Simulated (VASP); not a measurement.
# Co4Si8H (a cell with a defect) (H interstitial hop) in VASP: relaxation of the atoms with PBE

Aim: the relaxation of the atoms of Co4Si8H (a cell with a defect) (H interstitial hop) with PBE.

All numbers are computed with VASP 6.6.1; they aren't measurements. Logs are shortened: lines on timing, memory, paths and dates and some standing lists are left out, and cuts for length are marked.

## 1. The cell of the first run

The cell holds a defect, 13 atoms: a = 5.360 Å, b = 5.360 Å, c = 5.360 Å, α = 90.00°, β = 90.00°, γ = 90.00°.

## 2. Relaxation of the atoms, PBE

INCAR reads:

```
SYSTEM = Co4Si8H
ALGO = Normal
EDIFF = 1E-6
EDIFFG = -0.02
ENCUT = 520
GGA = PE
IBRION = 2
ISIF = 2
ISMEAR = 1
LASPH = .True.
LCHARG = .False.
LREAL = .False.
LWAVE = .False.
NELM = 80
NSW = 90
PREC = Accurate
SIGMA = 0.1
```

KPOINTS reads:

```
k-points
0
Gamma
  3 3 3
  0 0 0
```

POSCAR reads:

```
Co4Si8H
1.0
    5.3602887400      0.0000000000      0.0000000000
    0.0000000000      5.3602887400      0.0000000000
    0.0000000000      0.0000000000      5.3602887400
Co Si H
4 8 1
Direct
    0.0000000000      0.0000000000      0.0000000000
    0.0000000000      0.5000000000      0.5000000000
    0.5000000000      0.0000000000      0.5000000000
    0.5000000000      0.5000000000      0.0000000000
    0.2500000000      0.2500000000      0.7500000000
    0.2500000000      0.7500000000      0.2500000000
    0.7500000000      0.2500000000      0.2500000000
    0.7500000000      0.7500000000      0.7500000000
    0.2500000000      0.2500000000      0.2500000000
    0.2500000000      0.7500000000      0.7500000000
    0.7500000000      0.2500000000      0.7500000000
    0.7500000000      0.7500000000      0.2500000000
    0.5000000000      0.5000000000      0.5000000000
```

Potentials or basis: VASP PAW PBE potentials, release 64 (Co, Si, H).

Run with:

```
$ cat potpaw_PBE.64/Co/POTCAR potpaw_PBE.64/Si/POTCAR potpaw_PBE.64/H/POTCAR > POTCAR
$ mpirun -np 1 vasp_std > vasp.out
```

OUTCAR:

```text
SYSTEM = Co4Si8H
   EDIFF = 1E-6
   EDIFFG = -0.02
   ENCUT = 520
   GGA = PE
   IBRION = 2
   ISIF = 2
   ISMEAR = 1
   LASPH = .True.
   LREAL = .False.
   NELM = 80
   NSW = 90
   PREC = Accurate

 ion  position               nearest neighbor table
   1  0.000  0.000  0.000-   5 2.32   6 2.32   7 2.32   8 2.32   9 2.32  10 2.32  11 2.32  12 2.32

   2  0.000  0.500  0.500-   5 2.32   6 2.32   7 2.32   8 2.32   9 2.32  10 2.32  11 2.32  12 2.32

   3  0.500  0.000  0.500-   5 2.32   6 2.32   7 2.32   8 2.32   9 2.32  10 2.32  11 2.32  12 2.32

   4  0.500  0.500  0.000-   5 2.32   6 2.32   7 2.32   8 2.32   9 2.32  10 2.32  11 2.32  12 2.32

   5  0.250  0.250  0.750-   1 2.32   2 2.32   3 2.32   4 2.32   9 2.68  10 2.68  11 2.68   9 2.68
                            10 2.68  11 2.68
   6  0.250  0.750  0.250-   1 2.32   2 2.32   3 2.32   4 2.32   9 2.68  10 2.68  12 2.68  10 2.68
                             9 2.68  12 2.68
   7  0.750  0.250  0.250-   1 2.32   2 2.32   3 2.32   4 2.32   9 2.68  11 2.68  12 2.68  11 2.68
                            12 2.68   9 2.68
   8  0.750  0.750  0.750-   1 2.32   2 2.32   3 2.32   4 2.32  10 2.68  11 2.68  12 2.68  12 2.68
                            11 2.68  10 2.68
   9  0.250  0.250  0.250-   1 2.32   2 2.32   3 2.32   4 2.32   5 2.68   6 2.68   7 2.68   5 2.68
                             6 2.68   7 2.68
  10  0.250  0.750  0.750-   1 2.32   2 2.32   3 2.32   4 2.32   5 2.68   6 2.68   8 2.68   6 2.68
                             5 2.68   8 2.68
  11  0.750  0.250  0.750-   1 2.32   2 2.32   3 2.32   4 2.32   5 2.68   7 2.68   8 2.68   7 2.68
                             8 2.68   5 2.68
  12  0.750  0.750  0.250-   1 2.32   2 2.32   3 2.32   4 2.32   6 2.68   7 2.68   8 2.68   8 2.68
                             7 2.68   6 2.68
  13  0.500  0.500  0.500-

  LATTYP: Found a simple cubic cell.
 ALAT       =     5.3602887400

  Lattice vectors:

 A1 = (   5.3602887400,   0.0000000000,   0.0000000000)
 A2 = (   0.0000000000,   5.3602887400,   0.0000000000)
 A3 = (   0.0000000000,   0.0000000000,   5.3602887400)

Analysis of symmetry for initial positions (statically):
=====================================================================
 Subroutine PRICEL returns:
 Original cell was already a primitive cell.

 Routine SETGRP: Setting up the symmetry group for a
 simple cubic supercell.

 Subroutine GETGRP returns: Found 48 space group operations
 (whereof 48 operations were pure point group operations)
 out of a pool of 48 trial point group operations.

The static configuration has the point symmetry O_h .

Analysis of symmetry for dynamics (positions and initial velocities):
=====================================================================
 Subroutine PRICEL returns:
 Original cell was already a primitive cell.

 Routine SETGRP: Setting up the symmetry group for a
 simple cubic supercell.

 Subroutine GETGRP returns: Found 48 space group operations
 (whereof 48 operations were pure point group operations)
 out of a pool of 48 trial point group operations.

The dynamic configuration has the point symmetry O_h .

 Subroutine INISYM returns: Found 48 space group operations
 (whereof 48 operations are pure point group operations),
 and found     1 'primitive' translations

----------------------------------------------------------------------------------------

                                     Primitive cell

  volume of cell :     154.0155

  direct lattice vectors                    reciprocal lattice vectors
     5.360288740  0.000000000  0.000000000     0.186557114  0.000000000  0.000000000
     0.000000000  5.360288740  0.000000000     0.000000000  0.186557114  0.000000000
     0.000000000  0.000000000  5.360288740     0.000000000  0.000000000  0.186557114

  length of vectors
     5.360288740  5.360288740  5.360288740     0.186557114  0.186557114  0.186557114

  position of ions in fractional coordinates (direct lattice)
     0.000000000  0.000000000  0.000000000
     0.000000000  0.500000000  0.500000000
     0.500000000  0.000000000  0.500000000
     0.500000000  0.500000000  0.000000000
     0.250000000  0.250000000  0.750000000
     0.250000000  0.750000000  0.250000000
     0.750000000  0.250000000  0.250000000
     0.750000000  0.750000000  0.750000000
     0.250000000  0.250000000  0.250000000
     0.250000000  0.750000000  0.750000000
     0.750000000  0.250000000  0.750000000
     0.750000000  0.750000000  0.250000000
     0.500000000  0.500000000  0.500000000

  ion indices of the primitive-cell ions
   primitive index   ion index
                 1           1
                 2           2
                 3           3
                 4           4
                 5           5
                 6           6
                 7           7
                 8           8
                 9           9
                10          10
                11          11
                12          12
                13          13

----------------------------------------------------------------------------------------

 KPOINTS: k-points

Automatic generation of k-mesh.
 Grid dimensions read from file:
 generate k-points for:    3    3    3

 Generating k-lattice:

  Cartesian coordinates                     Fractional coordinates (reciprocal lattice)
     0.062185705  0.000000000  0.000000000     0.333333333  0.000000000  0.000000000
     0.000000000  0.062185705  0.000000000     0.000000000  0.333333333  0.000000000
     0.000000000  0.000000000  0.062185705     0.000000000  0.000000000  0.333333333

  Length of vectors
     0.062185705  0.062185705  0.062185705

  Shift w.r.t. Gamma in fractional coordinates (k-lattice)
     0.000000000  0.000000000  0.000000000

 Subroutine IBZKPT returns following result:
 ===========================================

 Found      4 irreducible k-points:

 Following reciprocal coordinates:
            Coordinates               Weight
  0.000000  0.000000  0.000000      1.000000
  0.333333  0.000000  0.000000      6.000000
  0.333333  0.333333  0.000000     12.000000
  0.333333  0.333333  0.333333      8.000000
   k-points           NKPTS =      4   k-points in BZ     NKDIM =      4   number of bands    NBANDS=     41
   number of dos      NEDOS =    301   number of ions     NIONS =     13
   total plane-waves  NPLWV =  64000
   dimension x,y,z NGX =    40 NGY =   40 NGZ =   40
   dimension x,y,z NGXF=    80 NGYF=   80 NGZF=   80
   ions per type =               4   8   1
   NGX,Y,Z   is equivalent  to a cutoff of  12.41, 12.41, 12.41 a.u.
   NGXF,Y,Z  is equivalent  to a cutoff of  24.81, 24.81, 24.81 a.u.
 SYSTEM =  Co4Si8H
   PREC   = accura    normal or accurate (medium, high low for compatibility)
   ISTART =      0    job   : 0-new  1-cont  2-samecut
   ICHARG =      2    charge: 1-file 2-atom 10-const
   ISPIN  =      1    spin polarized calculation?
   LNONCOLLINEAR =      F non collinear calculations
   LSORBIT =      F    spin-orbit coupling
   LASPH  =      T    aspherical Exc in radial PAW
   ENCUT  =  520.0 eV  38.22 Ry    6.18 a.u.   9.97  9.97  9.97*2*pi/ulx,y,z
   NELM   =     80;   NELMIN=  2; NELMDL= -5     # of ELM steps
   EDIFF  = 0.1E-05   stopping-criterion for ELM
   LREAL  =      F    real-space projection
   EDIFFG = -.2E-01   stopping-criterion for IOM
   NSW    =     90    number of steps for IOM
   IBRION =      2    ionic relax: 0-MD 1-quasi-New 2-CG
   NFREE  =      1    steps in history (QN), initial steepest desc. (CG)
   ISIF   =      2    stress and relaxation
   ISYM   =      2    0-nonsym 1-usesym 2-fastsym
   POTIM  = 0.5000    time-step for ionic-motion
   TEBEG  =    0.0;   TEEND  =   0.0 temperature during run
   PSTRESS=    0.0 pullay stress
   NELECT =      69.0000    total number of electrons
   NUPDOWN=      -1.0000    fix difference up-down
   EMIN   =  10.00;   EMAX   =-10.00  energy-range for DOS
   EFERMI =   0.00;   METHOD = LEGACY
   ISMEAR =     1;   SIGMA  =   0.10  broadening in eV -4-tet -1-fermi 0-gaus
   EFERMI_NEDOS =   21; number of points for ismear=-14 and -15
   IALGO  =     38    algorithm
   IMIX   =      4    mixing-type and parameters
     AMIX     =   0.40;   BMIX     =  1.00
     AMIX_MAG =   1.60;   BMIX_MAG =  1.00
  volume/ion in A,a.u.               =      11.85        79.95
  Fermi-wavevector in a.u.,A,eV,Ry     =   1.252669  2.367201 21.349986  1.569180
  Thomas-Fermi vector in A             =   2.386558
   LORBIT       =      0    0 simple, 1 ext, 2 COOP (PROOUT), +10 PAW based schemes
   GGA     = PE    functional components
   LHFCALC =     F    Hartree Fock is set to
   AEXX    =    0.0000 exact exchange contribution
   IVDW    =     0    specifies the selected vdW correction
   LEPSILON=     F    determine dielectric tensor
   LRPA    =     F    only Hartree local field effects (RPA)
 conjugate gradient relaxation of ions
 non-spin polarized calculation
 Methfessel and Paxton  Order N= 1 SIGMA  =   0.10
  energy-cutoff  :      520.00
  volume of cell :      154.02
 maximum number of plane-waves:      4160
 NGX is ok and might be reduce to    40
   NGX = 19   NGY = 19   NGZ = 19

--------------------------------------- Ionic step        1  -------------------------------------------

 number of electron      68.9999981 magnetization

 Free energy of the ion-electron system (eV)
  ---------------------------------------------------
  ext. energy  EPLUGINS =         0.00000000
  ---------------------------------------------------
  free energy    TOTEN  =       -78.39869902 eV

  energy without entropy =      -78.40659068  energy(sigma->0) =      -78.40132957

------------------------ aborting loop because EDIFF is reached ----------------------------------------

  FORCE on cell =-STRESS in cart. coord.  units (eV):
  Direction    XX          YY          ZZ          XY          YZ          ZX
  --------------------------------------------------------------------------------------
  -------------------------------------------------------------------------------------
  Total        1.7994164      1.7994164      1.7994164      0.0000000      0.0000000      0.0000000
  in kB       18.7187875     18.7187875     18.7187875      0.0000000      0.0000000      0.0000000
  external PRESSURE =      18.7187875 kB  Pullay stress =       0.0000000 kB
[... 79 lines left out ...]
  energy  without entropy=      -78.4092634562  energy(sigma->0) =      -78.40463805

--------------------------------------- Ionic step        3  -------------------------------------------

 number of electron      68.9999980 magnetization

 Free energy of the ion-electron system (eV)
  ---------------------------------------------------
  ext. energy  EPLUGINS =         0.00000000
  ---------------------------------------------------
  free energy    TOTEN  =       -78.40305489 eV

  energy without entropy =      -78.40931716  energy(sigma->0) =      -78.40514232

 E-fermi :  10.0723     XC(G=0): -11.8410

 val. band max:        9.9902069262   @ k =   0.3333   0.3333   0.0000
 cond. band min:      10.1061318644   @ k =   0.0000   0.0000   0.0000
 fundamental gap:      0.1159249382
 Fermi energy:        10.0722897023

 k-point     1 :       0.0000    0.0000    0.0000
  band No.  band energies     occupation
      1      -3.1709      2.00000
      2       1.0610      2.00000
      3       1.0610      2.00000
      4       1.0610      2.00000
      5       1.9169      2.00000
      6       2.9965      2.00000
[... 205 lines left out ...]
  FREE ENERGIE OF THE ION-ELECTRON SYSTEM (eV)
  ---------------------------------------------------
  free  energy   TOTEN  =       -78.4030548940 eV

  energy  without entropy=      -78.4093171579  energy(sigma->0) =      -78.40514232

 reached required accuracy - stopping structural energy minimisation
```

Wall time 2.1 min (1 thread of AMD EPYC 7R43 (Zen 3), shared host); peak memory 0.2 GiB.

What came out:

```
Free energy               : -78.4031 eV
Energy gained by relaxing : 0.3 meV/atom
Ionic steps               : 3
Pressure after relaxing   : 1.9 GPa
```

The path:
| step | energy change (eV) | largest force (eV/Å) | pressure (GPa) |
| --- | --- | --- | --- |
| 1 | 0.0000 | 0.1155 | 1.87 |
| 2 | -0.0036 | 0.0470 | 1.91 |
| 3 | -0.0044 | 0.0005 | 1.94 |

Final structure:
```cif
data_structure
_symmetry_space_group_name_H-M 'P 1'
_symmetry_Int_Tables_number 1
_cell_length_a 5.3603
_cell_length_b 5.3603
_cell_length_c 5.3603
_cell_angle_alpha 90.000
_cell_angle_beta 90.000
_cell_angle_gamma 90.000
_cell_volume 154.02
loop_
_atom_site_label
_atom_site_type_symbol
_atom_site_fract_x
_atom_site_fract_y
_atom_site_fract_z
_atom_site_occupancy
Co1 Co 0.00000 0.00000 0.00000 1
Co2 Co 0.00000 0.50000 0.50000 1
Co3 Co 0.50000 0.00000 0.50000 1
Co4 Co 0.50000 0.50000 0.00000 1
Si1 Si 0.25101 0.25101 0.74899 1
Si2 Si 0.25101 0.74899 0.25101 1
Si3 Si 0.74899 0.25101 0.25101 1
Si4 Si 0.74899 0.74899 0.74899 1
Si5 Si 0.25101 0.25101 0.25101 1
Si6 Si 0.25101 0.74899 0.74899 1
Si7 Si 0.74899 0.25101 0.74899 1
Si8 Si 0.74899 0.74899 0.25101 1
H1 H 0.50000 0.50000 0.50000 1
```

Levels at points of the mesh, in eV from the Fermi level:
```
           k point  band 32  band 33  band 34  band 35  band 36  band 37
(0.00, 0.00, 0.00)    -1.12    -1.12     0.03     0.81     1.74     1.74
```

Caveat: the k points lie up to 0.39 Å⁻¹ apart.
